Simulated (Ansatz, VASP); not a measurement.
**Al: VASP beside Ansatz**

Contents of INCAR:

```
SYSTEM = Al
PREC     = Accurate       ! precision mode
ENCUT    = 500            ! plane-wave cutoff, eV
EDIFF    = 1E-6           ! SCF threshold, eV
ISMEAR   = 1              ! smearing method
SIGMA    = 0.1            ! smearing width, eV
LREAL    = .False.        ! projectors in reciprocal space
LASPH    = .True.         ! aspherical terms in the spheres
NELM     = 120            ! most SCF steps
ALGO     = Normal         ! electronic algorithm
ISIF     = 2              ! what is computed and relaxed
LWAVE    = .False.        ! write WAVECAR
LCHARG   = .False.        ! write CHGCAR
GGA      = B5             ! functional
ALDAX    = 1.0          
AGGAX    = 1.0          
AGGAC    = 1.0          
ALDAC    = 0.0          
NBANDS   = 10             ! bands
GGA_COMPAT= .False.
```

KPOINTS

```
Automatic mesh
0
Gamma
  14 14 7
  0 0 0
```

POSCAR

```
Al
1.0
    2.8124600000      0.0000000000      0.0000000000
   -1.4062300000      2.4356618071      0.0000000000
    0.0000000000      0.0000000000      4.8668500000
Al
2
Direct
    0.6666666667      0.3333333333      0.7500000000
    0.3333333333      0.6666666667      0.2500000000
```

Input for Ansatz:

```yaml
crystal:
  lattice:
    a: 2.81246
    b: 2.81246
    c: 4.86685
    alpha: 90.0
    beta: 90.0
    gamma: 120.0
  space_group: 194
  atoms:
    - { symbol: Al, position: [0.6666666666666666, 0.3333333333333333, 0.75] }
basis:
  ecutwfc: 571.4391111657479
kpoints:
  mp_grid:
    grid: [14, 14, 7]
hamiltonian:
  xc: blyp
scf:
  occupations:
    method: cold
    width: 0.1
output:
  stress: true
```

Alike in both runs: task single point; functional BLYP; k mesh 14 × 14 × 7; no spin polarisation.

|  | VASP | Ansatz |
| --- | --- | --- |
| version | VASP 6.6.1 | Ansatz 0.2.0 |
| potentials or method | VASP PAW PBE potentials, release 64 (Al), cutoff 500 eV | plane waves, PAW |
| occupations | methfessel-paxton of order 1, width 0.1 eV | cold, width 0.1 eV |
| valence electrons in the cell | 6 | 6 |

|  | VASP | Ansatz | Ansatz less VASP |
| --- | --- | --- | --- |
| pressure (GPa) | 3.8 | 3.7 | -0.11 |
| traceless stress, the component that is largest in VASP (GPa) | -0.79 | -0.70 | +0.084 |

VASP's potentials were made for PBE, not for BLYP.
